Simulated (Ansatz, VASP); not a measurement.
# Bi in VASP and in Ansatz

The input INCAR:

```
ALGO = Normal
EDIFF = 1E-8
ENCUT = 520
GGA = PS
ISIF = 2
ISMEAR = -1
LASPH = True
LCHARG = False
LEFG = True
LREAL = False
LWAVE = False
NBANDS = 22
NELM = 80
PREC = Accurate
SIGMA = 0.03
```

Contents of KPOINTS:

```
k-points
0
Gamma
  10 10 10
```

The input POSCAR:

```
Bi
1.0
    2.2422797007      1.2945807888      3.9005610168
   -2.2422797007      1.2945807888      3.9005610168
    0.0000000000     -2.5891615775      3.9005610168
Bi
2
Direct
    0.2338900000      0.2338900000      0.2338900000
    0.7661100000      0.7661100000      0.7661100000
```

Input for Ansatz:

```yaml
crystal:
  lattice:
    - [2.2422797007, 1.2945807888, 3.9005610168]
    - [-2.2422797007, 1.2945807888, 3.9005610168]
    - [0.0, -2.5891615775, 3.9005610168]
  atoms:
    - { symbol: Bi, position: [0.23389, 0.23389, 0.23389] }
    - { symbol: Bi, position: [0.76611, 0.76611, 0.76611] }
kpoints:
  mp_grid: { grid: [10, 10, 10] }
scf:
  occupations: { method: fermi_dirac, width: 0.03 }
hamiltonian:
  xc: pbesol
  pseudopotentials: { kind: all_electron, datasets: crystal }
output:
  forces: true
  stress: true
  eigenvalues: true
  efg: { contact_densities: true }
```

Change from the starting cell: volume scaled by 0.96, crystal datasets.

Alike in both runs: task electric field gradients; functional PBEsol; k mesh 10 × 10 × 10; occupations fermi-dirac, width 0.03 eV; no spin polarisation.

|  | VASP | Ansatz |
| --- | --- | --- |
| version | VASP 6.6.1 | Ansatz 0.2.0 |
| potentials or method | VASP PAW PBE potentials, release 64 (Bi_d), cutoff 520 eV | all-electron PAW with datasets made for the crystal, scalar-relativistic |

VASP gave:

```
pressure (GPa)                                                : 1.4
traceless stress, the component that is largest in VASP (GPa) : -0.20
rms of the force components (eV/Å)                            : 0.182
size of Vzz on the site where it differs most (V/Å²)          : 28.7
```

Task: Estimate Ansatz's values.

Result: Pressure (GPa): 1.5; traceless stress, the component that is largest in VASP (GPa): -0.20; rms of the force components (eV/Å): 0.178; size of Vzz on the site where it differs most (V/Å²): 30.9.

VASP's potentials were made for PBE, not for PBEsol. Atom by atom the forces differ by 0.004 eV/Å (rms over components). Ansatz ran all-electron here, and VASP with PAW potentials.

Neither program's run includes spin-orbit coupling.
